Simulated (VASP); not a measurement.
Wanted: the native input for a VASP 6.6.1 run.

| Item | Value |
| --- | --- |
| Task | single point |
| Functional | PBE |
| Potentials or basis | VASP PAW PBE potentials, release 64 (Ag, I) |
| Cutoff | 500 eV |
| k mesh | 6 × 6 × 4 |
| Occupations | fermi-dirac, width 0.02 eV |
| Spin | no spin polarisation |
| Dipole correction | no |
| Further INCAR settings | ALGO = Normal; EDIFF = 1e-06; NBANDS = 26 |

The structure of AgI lies in POSCAR:

```
AgI
1.0
    4.7903979095      0.0000000000      0.0000000000
   -2.3951989548      4.1486062839      0.0000000000
    0.0000000000      0.0000000000      7.8272756102
Ag I
2 2
Direct
    0.3333333333      0.6666666667      0.0000048562
    0.6666666667      0.3333333333      0.5000048562
    0.3333333333      0.6666666667      0.3749951438
    0.6666666667      0.3333333333      0.8749951438
```

This cell differs from its parent crystal: strain +3.0%.

One way to write it, as run:

INCAR

```
  ALGO = Normal
  EDIFF = 1E-6
  ENCUT = 500
  GGA = PE
  GGA_COMPAT = F
  ISIF = 2
  ISMEAR = -1
  LASPH = T
  LCHARG = F
  LREAL = F
  LWAVE = F
  NBANDS = 26
  NELM = 120
  PREC = Accurate
  SIGMA = 0.02
```

KPOINTS

```
k-points
0
Gamma
  6 6 4
```

Potentials or basis: VASP PAW PBE potentials, release 64 (Ag, I).

Launch:

```bash
$ cat potpaw_PBE.64/Ag/POTCAR potpaw_PBE.64/I/POTCAR > POTCAR
$ mpirun -np 1 vasp_std > vasp.out
```

It gave:

```yaml
Pressure: -1.5 GPa
Largest_force: 0.003 eV/Å
Band_gap_on_the_k_mesh: 1.37 eV
```

Caveat: the cell differs from its parent crystal (strain +3.0%); spin-orbit coupling is left out, which moves the levels of the heavy elements.

Run time: 51 s on 1 thread of Intel(R) Xeon(R) 6975P-C (Granite Rapids), on a shared host, peak memory 0.29 GiB.
